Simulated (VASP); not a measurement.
# MoS2 (P6_3/mmc) in VASP: notebook

MoS2 is run at these levels: PBEsol; tasks: single point, relaxation of cell and atoms.

Everything below comes from runs of VASP 6.6.1. Logs are shortened: lines on timing, memory, paths and dates and some standing lists are left out, and cuts for length are marked.

**1. The cell of the first run**

It takes space group P6_3/mmc (No. 194, hexagonal). The conventional cell has a = 3.141 Å, b = 3.141 Å, c = 12.579 Å, α = 90.00°, β = 90.00°, γ = 120.00°. Mo (site symmetry -6m2) has 6 S at 2.39 Å and 6 Mo at 3.14 Å within 3.2 Å. Within 3.2 Å of S (site symmetry 3m) lie 3 Mo at 2.39 Å and 7 S at 3.12 to 3.14 Å.

**2. Single point, PBEsol**

Contents of INCAR:

```
PREC = Accurate ; ENCUT = 520
EDIFF = 1E-6 ; ISMEAR = 0
SIGMA = 0.02 ; LREAL = False
LASPH = True ; NELM = 100
ALGO = Normal ; ISIF = 2
LWAVE = False ; LCHARG = True
GGA = PS ; LELF = True
LVHAR = True ; NBANDS = 35
```

Contents of KPOINTS:

```
Automatic mesh
0
Gamma
  12 12 4
```

Contents of POSCAR:

```
MoS2
1.0
    3.1414238149      0.0000000000      0.0000000000
   -1.5707119075      2.7205528277      0.0000000000
    0.0000000000      0.0000000000     12.5793987777
Mo S
2 4
Direct
    0.3333333333      0.6666666667      0.2500000000
    0.6666666667      0.3333333333      0.7500000000
    0.3333333333      0.6666666667      0.6260649714
    0.6666666667      0.3333333333      0.1260649714
    0.3333333333      0.6666666667      0.8739350286
    0.6666666667      0.3333333333      0.3739350286
```

Potentials or basis: VASP PAW PBE potentials, release 64 (Mo_sv, S).

The run is started by

```sh
> cat potpaw_PBE.64/Mo_sv/POTCAR potpaw_PBE.64/S/POTCAR > POTCAR
> mpirun -np 1 vasp_std > vasp.out
```

OUTCAR:

```text
PREC = Accurate
   ENCUT = 520
   EDIFF = 1E-6
   ISMEAR = 0
   LREAL = False
   LASPH = True
   NELM = 100
   ISIF = 2
   GGA = PS

 ion  position               nearest neighbor table
   1  0.333  0.667  0.250-   4 2.39   6 2.39   4 2.39   6 2.39   4 2.39   6 2.39
   2  0.667  0.333  0.750-   3 2.39   5 2.39   3 2.39   5 2.39   3 2.39   5 2.39
   3  0.333  0.667  0.626-   2 2.39   2 2.39   2 2.39
   4  0.667  0.333  0.126-   1 2.39   1 2.39   1 2.39
   5  0.333  0.667  0.874-   2 2.39   2 2.39   2 2.39
   6  0.667  0.333  0.374-   1 2.39   1 2.39   1 2.39

  LATTYP: Found a hexagonal cell.
 ALAT       =     3.1414238149
 C/A-ratio  =     4.0043621997

  Lattice vectors:

 A1 = (   3.1414238149,   0.0000000000,   0.0000000000)
 A2 = (  -1.5707119075,   2.7205528277,   0.0000000000)
 A3 = (   0.0000000000,   0.0000000000,  12.5793987777)

Analysis of symmetry for initial positions (statically):
=====================================================================
 Subroutine PRICEL returns:
 Original cell was already a primitive cell.

 Routine SETGRP: Setting up the symmetry group for a
 hexagonal supercell.

 Subroutine GETGRP returns: Found 24 space group operations
 (whereof 12 operations were pure point group operations)
 out of a pool of 24 trial point group operations.

The static configuration has the point symmetry D_3d.
 The point group associated with its full space group is D_6h.

Analysis of symmetry for dynamics (positions and initial velocities):
=====================================================================
 Subroutine PRICEL returns:
 Original cell was already a primitive cell.

 Routine SETGRP: Setting up the symmetry group for a
 hexagonal supercell.

 Subroutine GETGRP returns: Found 24 space group operations
 (whereof 12 operations were pure point group operations)
 out of a pool of 24 trial point group operations.

The dynamic configuration has the point symmetry D_3d.
 The point group associated with its full space group is D_6h.

 Subroutine INISYM returns: Found 24 space group operations
 (whereof 12 operations are pure point group operations),
 and found     1 'primitive' translations

----------------------------------------------------------------------------------------

                                     Primitive cell

  volume of cell :     107.5087

  direct lattice vectors                    reciprocal lattice vectors
     3.141423815  0.000000000  0.000000000     0.318326994  0.183786176  0.000000000
    -1.570711908  2.720552828  0.000000000     0.000000000  0.367572351  0.000000000
     0.000000000  0.000000000 12.579398778     0.000000000  0.000000000  0.079495055

  length of vectors
     3.141423815  3.141423815 12.579398778     0.367572351  0.367572351  0.079495055

  position of ions in fractional coordinates (direct lattice)
     0.333333333  0.666666667  0.250000000
     0.666666667  0.333333333  0.750000000
     0.333333333  0.666666667  0.626064971
     0.666666667  0.333333333  0.126064971
     0.333333333  0.666666667  0.873935029
     0.666666667  0.333333333  0.373935029

  ion indices of the primitive-cell ions
   primitive index   ion index
                 1           1
                 2           2
                 3           3
                 4           4
                 5           5
                 6           6

----------------------------------------------------------------------------------------

 KPOINTS: Automatic mesh

Automatic generation of k-mesh.
 Grid dimensions read from file:
 generate k-points for:   12   12    4

 Generating k-lattice:

  Cartesian coordinates                     Fractional coordinates (reciprocal lattice)
     0.026527250  0.015315515  0.000000000     0.083333333  0.000000000  0.000000000
     0.000000000  0.030631029  0.000000000     0.000000000  0.083333333  0.000000000
     0.000000000  0.000000000  0.019873764     0.000000000  0.000000000  0.250000000

  Length of vectors
     0.030631029  0.030631029  0.019873764

  Shift w.r.t. Gamma in fractional coordinates (k-lattice)
     0.000000000  0.000000000  0.000000000

 Subroutine IBZKPT returns following result:
 ===========================================

 Found     57 irreducible k-points:

 Following reciprocal coordinates:
            Coordinates               Weight
  0.000000  0.000000  0.000000      1.000000
  0.083333  0.000000  0.000000      6.000000
  0.166667  0.000000  0.000000      6.000000
  0.250000  0.000000  0.000000      6.000000
  0.333333  0.000000  0.000000      6.000000
  0.416667  0.000000  0.000000      6.000000
[... 16 lines left out ...]
  0.250000  0.000000  0.250000     12.000000
  0.333333  0.000000  0.250000     12.000000
 [... further k-points ...]
   k-points           NKPTS =     57   k-points in BZ     NKDIM =     57   number of bands    NBANDS=     35
   number of dos      NEDOS =    301   number of ions     NIONS =      6
   total plane-waves  NPLWV =  55296
   dimension x,y,z NGX =    24 NGY =   24 NGZ =   96
   dimension x,y,z NGXF=    48 NGYF=   48 NGZF=  192
   ions per type =               2   4
   NGX,Y,Z   is equivalent  to a cutoff of  12.70, 12.70, 12.69 a.u.
   NGXF,Y,Z  is equivalent  to a cutoff of  25.40, 25.40, 25.37 a.u.
 SYSTEM =  unknown system
   PREC   = accura    normal or accurate (medium, high low for compatibility)
   ISTART =      0    job   : 0-new  1-cont  2-samecut
   ICHARG =      2    charge: 1-file 2-atom 10-const
   ISPIN  =      1    spin polarized calculation?
   LNONCOLLINEAR =      F non collinear calculations
   LSORBIT =      F    spin-orbit coupling
   LASPH  =      T    aspherical Exc in radial PAW
   ENCUT  =  520.0 eV  38.22 Ry    6.18 a.u.   5.84  5.84 23.39*2*pi/ulx,y,z
   NELM   =    100;   NELMIN=  2; NELMDL= -5     # of ELM steps
   EDIFF  = 0.1E-05   stopping-criterion for ELM
   LREAL  =      F    real-space projection
   EDIFFG = 0.1E-04   stopping-criterion for IOM
   NSW    =      0    number of steps for IOM
   IBRION =     -1    ionic relax: 0-MD 1-quasi-New 2-CG
   NFREE  =      0    steps in history (QN), initial steepest desc. (CG)
   ISIF   =      2    stress and relaxation
   ISYM   =      2    0-nonsym 1-usesym 2-fastsym
   POTIM  = 0.5000    time-step for ionic-motion
   TEBEG  =    0.0;   TEEND  =   0.0 temperature during run
   PSTRESS=    0.0 pullay stress
   NELECT =      52.0000    total number of electrons
   NUPDOWN=      -1.0000    fix difference up-down
   EMIN   =  10.00;   EMAX   =-10.00  energy-range for DOS
   EFERMI =   0.00;   METHOD = LEGACY
   ISMEAR =     0;   SIGMA  =   0.02  broadening in eV -4-tet -1-fermi 0-gaus
   EFERMI_NEDOS =   21; number of points for ismear=-14 and -15
   IALGO  =     38    algorithm
   IMIX   =      4    mixing-type and parameters
     AMIX     =   0.40;   BMIX     =  1.00
     AMIX_MAG =   1.60;   BMIX_MAG =  1.00
  volume/ion in A,a.u.               =      17.92       120.92
  Fermi-wavevector in a.u.,A,eV,Ry     =   1.285074  2.428437 22.468862  1.651415
  Thomas-Fermi vector in A             =   2.417230
   LORBIT       =      0    0 simple, 1 ext, 2 COOP (PROOUT), +10 PAW based schemes
   GGA     = PS    functional components
   LHFCALC =     F    Hartree Fock is set to
   AEXX    =    0.0000 exact exchange contribution
   IVDW    =     0    specifies the selected vdW correction
   LEPSILON=     F    determine dielectric tensor
   LRPA    =     F    only Hartree local field effects (RPA)
 non-spin polarized calculation
 Gauss-broadening in eV      SIGMA  =   0.02
  energy-cutoff  :      520.00
  volume of cell :      107.51
 maximum number of plane-waves:      2922
 NGX is ok and might be reduce to    24
   NGX = 11   NGY = 11   NGZ = 47

 number of electron      52.0000003 magnetization

 Free energy of the ion-electron system (eV)
  ---------------------------------------------------
  ext. energy  EPLUGINS =         0.00000000
  ---------------------------------------------------
  free energy    TOTEN  =       -46.90576742 eV

  energy without entropy =      -46.90576742  energy(sigma->0) =      -46.90576742

 E-fermi :   7.5186     XC(G=0): -10.9243

 val. band max:        7.2595206071   @ k =   0.0000   0.0000   0.0000
 cond. band min:       8.2546491284   @ k =   0.1667   0.1667   0.0000
 fundamental gap:      0.9951285214
 Fermi energy:         7.5186428084

 k-point     1 :       0.0000    0.0000    0.0000
  band No.  band energies     occupation
      1     -54.0234      2.00000
      2     -54.0234      2.00000
      3     -28.2348      2.00000
      4     -28.2347      2.00000
      5     -27.9722      2.00000
      6     -27.9722      2.00000
[... 27 lines left out ...]
     34       9.8958      0.00000
     35      12.9518      0.00000

 k-point     2 :       0.0833    0.0000    0.0000
  band No.  band energies     occupation
      1     -54.0204      2.00000
      2     -54.0204      2.00000
      3     -28.2289      2.00000
      4     -28.2289      2.00000
      5     -28.0020      2.00000
      6     -28.0020      2.00000
[... 27 lines left out ...]
     34       9.7802      0.00000
     35      13.4627      0.00000

 k-point     3 :       0.1667    0.0000    0.0000
  band No.  band energies     occupation
      1     -54.0121      2.00000
      2     -54.0121      2.00000
      3     -28.2128      2.00000
      4     -28.2128      2.00000
      5     -28.0827      2.00000
      6     -28.0827      2.00000
[... 27 lines left out ...]
     34      10.2348      0.00000
     35      14.4483      0.00000

 k-point     4 :       0.2500    0.0000    0.0000
  band No.  band energies     occupation
      1     -54.0008      2.00000
      2     -54.0008      2.00000
      3     -28.1914      2.00000
      4     -28.1914      2.00000
      5     -28.1908      2.00000
      6     -28.1907      2.00000
[... 27 lines left out ...]
     34      10.7112      0.00000
     35      14.7253      0.00000

 k-point     5 :       0.3333    0.0000    0.0000
  band No.  band energies     occupation
      1     -53.9894      2.00000
      2     -53.9894      2.00000
      3     -28.2983      2.00000
      4     -28.2983      2.00000
      5     -28.1686      2.00000
      6     -28.1686      2.00000
[... 638 lines left out ...]
 k-point    22 :       0.1667    0.0000    0.2500
  band No.  band energies     occupation
      1     -54.0121      2.00000
      2     -54.0121      2.00000
      3     -28.2128      2.00000
      4     -28.2128      2.00000
      5     -28.0827      2.00000
      6     -28.0827      2.00000
[... 27 lines left out ...]
     34      10.2218      0.00000
     35      14.5056      0.00000

 k-point    23 :       0.2500    0.0000    0.2500
  band No.  band energies     occupation
      1     -54.0008      2.00000
      2     -54.0008      2.00000
      3     -28.1914      2.00000
      4     -28.1914      2.00000
      5     -28.1908      2.00000
      6     -28.1907      2.00000
[... 27 lines left out ...]
     34      10.6860      0.00000
     35      14.6957      0.00000

 k-point    24 :       0.3333    0.0000    0.2500
  band No.  band energies     occupation
      1     -53.9894      2.00000
      2     -53.9894      2.00000
      3     -28.2983      2.00000
      4     -28.2983      2.00000
      5     -28.1686      2.00000
      6     -28.1686      2.00000
[... 27 lines left out ...]
     34      11.0237      0.00000
     35      14.0375      0.00000

 [... further k-points ...]
[... 5 lines left out ...]
  --------------------------------------------------------------------------------------
  -------------------------------------------------------------------------------------
  Total       -0.0079132     -0.0079132     -0.0291918      0.0000000     -0.0000000      0.0000000
  in kB       -0.1179293     -0.1179293     -0.4350392      0.0000000     -0.0000000      0.0000000
  external PRESSURE =      -0.2236326 kB  Pullay stress =       0.0000000 kB

 VOLUME and BASIS-vectors are now :
 -----------------------------------------------------------------------------
  energy-cutoff  :      520.00
  volume of cell :      107.51
      direct lattice vectors                 reciprocal lattice vectors
     3.141423815  0.000000000  0.000000000     0.318326994  0.183786176  0.000000000
    -1.570711908  2.720552828  0.000000000     0.000000000  0.367572351  0.000000000
     0.000000000  0.000000000 12.579398778     0.000000000  0.000000000  0.079495055

 POSITION                                       TOTAL-FORCE (eV/Angst)
 -----------------------------------------------------------------------------------
     -0.00000      1.81370      3.14485         0.000000      0.000000      0.000000
      1.57071      0.90685      9.43455        -0.000000     -0.000000      0.000000
     -0.00000      1.81370      7.87552        -0.000000     -0.000000     -0.001446
      1.57071      0.90685      1.58582         0.000000      0.000000     -0.001446
     -0.00000      1.81370     10.99358        -0.000000      0.000000      0.001446
      1.57071      0.90685      4.70388         0.000000      0.000000      0.001446
 -----------------------------------------------------------------------------------
    total drift:                               -0.000000      0.000000     -0.000000

  FREE ENERGIE OF THE ION-ELECTRON SYSTEM (eV)
  ---------------------------------------------------
  free  energy   TOTEN  =       -46.9057674173 eV

  energy  without entropy=      -46.9057674173  energy(sigma->0) =      -46.90576742
```

Run time: 5.4 min. Hardware: 1 thread of AMD EPYC 7R43 (Zen 3), shared host; peak memory 0.29 GiB.

What came out:

| Item | Value |
| --- | --- |
| Free energy | -46.9058 eV |
| Pressure | 0.0 GPa |
| Band gap on the k mesh | 1.00 eV, indirect (least direct gap 1.75 eV) |

Caveat: the PAW data sets were made with another functional, which shifts forces and pressure a little; this functional lacks dispersion, which binds the layers, so the pressure and a relaxed spacing across them are unreliable.

**3. Relaxation of cell and atoms, PBEsol**

This run uses another cell than the first one, of 17.31 Å³/atom, 0.966 times its volume.

Contents of INCAR:

```
SYSTEM = MoS2
PREC     = Accurate       ! precision mode
ENCUT    = 600            ! plane-wave cutoff, eV
EDIFF    = 1E-7           ! SCF threshold, eV
ISMEAR   = 0              ! smearing method
SIGMA    = 0.02           ! smearing width, eV
LREAL    = .False.        ! projectors in reciprocal space
LASPH    = .True.         ! aspherical terms in the spheres
NELM     = 100            ! most SCF steps
ALGO     = Normal         ! electronic algorithm
ISIF     = 3              ! what is computed and relaxed
LWAVE    = .False.        ! write WAVECAR
LCHARG   = .False.        ! write CHGCAR
GGA      = PS             ! functional
IBRION   = 2              ! ionic algorithm
NSW      = 70             ! ionic steps
EDIFFG   = -0.005         ! ionic threshold
```

Contents of KPOINTS:

```
Automatic mesh
0
Gamma
  12 12 4
  0 0 0
```

Contents of POSCAR:

```
MoS2
1.0
    3.1491697115      0.0000000000      0.0000000000
   -1.5745848558      2.7272609710      0.0000000000
    0.0000000000      0.0000000000     12.0898517008
Mo S
2 4
Direct
    0.3333333333      0.6666666667      0.2500000000
    0.6666666667      0.3333333333      0.7500000000
    0.3333333333      0.6666666667      0.6204901692
    0.6666666667      0.3333333333      0.1204901692
    0.3333333333      0.6666666667      0.8795098308
    0.6666666667      0.3333333333      0.3795098308
```

Potentials or basis: VASP PAW PBE potentials, release 64 (Mo_sv, S).

The run is started by

```sh
> cat potpaw_PBE.64/Mo_sv/POTCAR potpaw_PBE.64/S/POTCAR > POTCAR
> mpirun -np 1 vasp_std > vasp.out
```

It took 77 min on 1 thread of AMD EPYC 7R43 (Zen 3), shared host; peak memory 0.33 GiB.

It converged, with:

```yaml
Free_energy: -46.9059 eV
Relaxed_volume: 17.86 Å³/atom
Relaxed_cell: a = 3.141 Å, b = 3.141 Å, c = 12.540 Å, α = 90.00°, β = 90.00°, γ = 120.00°
Space_group_after_relaxing_to_0.05_Å: P6_3/mmc (No. 194)
Energy_gained_by_relaxing: 3.5 meV/atom
Ionic_steps: 21
Pressure_after_relaxing: 0.0 GPa
Band_gap_on_the_k_mesh: 0.98 eV, indirect (least direct gap 1.74 eV)
```

The path:
```tsv
step	energy change (eV)	largest force (eV/Å)	pressure (GPa)	volume (Å³)
1	0.0000	0.2343	-1.03	103.83
2	0.0073	0.2304	2.74	102.18
3	-0.0041	0.0634	0.35	103.21
4	-0.0071	0.0695	0.35	103.46
5	-0.0128	0.0880	0.38	104.20
6	-0.0123	0.1247	0.55	105.67
7	-0.0145	0.1006	0.46	104.89
8	-0.0165	0.0901	0.31	105.28
9	-0.0201	0.0585	-0.12	106.45
10	-0.0205	0.0445	-0.31	106.97
11	-0.0207	0.0228	0.12	106.88
12	-0.0208	0.0039	0.00	106.90
13	-0.0208	0.0017	0.03	106.90
14	-0.0208	0.0025	0.07	106.88
15	-0.0209	0.0147	-0.02	106.96
16	-0.0209	0.0131	-0.01	106.95
17	-0.0209	0.0104	-0.01	107.00
18	-0.0209	0.0027	-0.04	107.13
19	-0.0209	0.0046	0.02	107.14
20	-0.0209	0.0067	0.03	107.14
21	-0.0209	0.0008	0.01	107.17
```

Final structure:
```xyz
6
Lattice="3.1415 0.0000 0.0000 -1.5707 2.7206 0.0000 0.0000 0.0000 12.5400" Properties=species:S:1:pos:R:3 pbc="T T T"
Mo    0.0000    1.8137    3.1350
Mo    1.5707    0.9069    9.4050
S     0.0000    1.8137    7.8460
S     1.5707    0.9069    1.5760
S     0.0000    1.8137   10.9639
S     1.5707    0.9069    4.6940
```

Levels at points of the mesh, in eV from the valence-band top:
```
           k point  band 22  band 23  band 24  band 25  band 26  band 27  band 28  band 29  band 30  band 31
(0.00, 0.00, 0.00)    -2.04    -2.04    -1.30    -1.14     0.00     2.28     2.28     2.30     2.30     2.49
(0.50, 0.00, 0.00)    -2.46    -1.57    -1.41    -1.33    -1.24     1.79     1.83     2.18     2.44     3.00
(0.00, 0.00, 0.50)    -2.06    -2.06    -2.06    -0.29    -0.29     2.28     2.28     2.28     2.28     2.56
(0.50, 0.00, 0.50)    -2.58    -1.49    -1.49    -1.28    -1.28     1.81     1.81     2.32     2.32     3.34
```

Caveat: the PAW data sets were made with another functional, which shifts forces and pressure a little; this functional lacks dispersion, which binds the layers, so the pressure and a relaxed spacing across them are unreliable.
